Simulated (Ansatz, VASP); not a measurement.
## SiO2: VASP beside Ansatz

File POSCAR:

```
SiO2
1.0
    4.1854060762      0.0000000000      0.0000000000
    0.0000000000      4.1854060762      0.0000000000
    0.0000000000      0.0000000000      2.6687449733
Si O
2 4
Direct
    0.5000000000      0.5000000000      0.5000000000
    0.0000000000      0.0000000000      0.0000000000
    0.6981088464      0.6896615564      0.0000000000
    0.1981088464      0.8103384436      0.5000000000
    0.3018911536      0.3103384436      0.0000000000
    0.8018911536      0.1896615564      0.5000000000
```

INCAR.step1

```
SYSTEM = SiO2
  PREC = Accurate
  ENCUT = 520
  ISMEAR = 0
  SIGMA = 0.05
  LREAL = .FALSE.
  LASPH = .TRUE.
  NELM = 100
  NBANDS = 25
  GGA = PE
  ALGO = Normal
  EDIFF = 1E-4
  LWAVE = .TRUE.
  LCHARG = .FALSE.
```

File INCAR.step2:

```
SYSTEM = SiO2
  PREC = Accurate
  ENCUT = 520
  EDIFF = 1E-6
  ISMEAR = 0
  SIGMA = 0.05
  LREAL = .FALSE.
  LASPH = .TRUE.
  NELM = 100
  ALGO = Normal
  ISIF = 2
  LWAVE = .FALSE.
  LCHARG = .FALSE.
  METAGGA = R2SCAN
  LMIXTAU = .TRUE.
  NBANDS = 25
  ISTART = 1
```

Contents of KPOINTS:

```
Automatic mesh
0
G
  6 6 8
  0 0 0
```

Input for Ansatz:

```yaml
crystal:
  lattice:
    - [4.1854060762, 0.0, 0.0]
    - [0.0, 4.1854060762, 0.0]
    - [0.0, 0.0, 2.6687449733]
  atoms:
    - { symbol: Si, position: [0.5, 0.5, 0.5] }
    - { symbol: Si, position: [0.0, 0.0, 0.0] }
    - { symbol: O, position: [0.6981088464, 0.6896615564, 0.0] }
    - { symbol: O, position: [0.1981088464, 0.8103384436, 0.5] }
    - { symbol: O, position: [0.3018911536, 0.3103384436, 0.0] }
    - { symbol: O, position: [0.8018911536, 0.1896615564, 0.5] }
basis:
  ecutwfc: 500
kpoints:
  mp_grid: { grid: [6, 6, 8] }
hamiltonian:
  xc: r2scan
scf:
  occupations: { method: gaussian, width: 0.05 }
output:
  forces: true
  stress: true
  eigenvalues: true
```

Change from the starting cell: mode 4 (232.3 1/cm) frozen in, largest displacement +0.025 Å.

Alike in both runs: task single point; functional r2SCAN; k mesh 6 × 6 × 8; occupations gaussian, width 0.05 eV; no spin polarisation.

|  | VASP | Ansatz |
| --- | --- | --- |
| version | VASP 6.6.1 | Ansatz 0.2.0 |
| potentials or method | VASP PAW PBE potentials, release 64 (Si, O), cutoff 520 eV | scalar-relativistic, plane waves, PAW |
| valence electrons in the cell | 32 | 32 |

VASP gave:

```
gap on the k mesh at the Fermi level (eV)                     : 6.51
least direct gap on the mesh (eV)                             : 6.51
pressure (GPa)                                                : 0.3
traceless stress, the component that is largest in VASP (GPa) : -1.57
rms of the force components (eV/Å)                            : 0.039
```

Q: Which values does Ansatz return?

A: gap on the k mesh at the Fermi level (eV): 6.51; least direct gap on the mesh (eV): 6.51; pressure (GPa): -0.1; traceless stress, the component that is largest in VASP (GPa): -1.27; rms of the force components (eV/Å): 0.038.

VASP's potentials were made for PBE, not for r2SCAN. Atom by atom the forces differ by 0.010 eV/Å (rms over components).
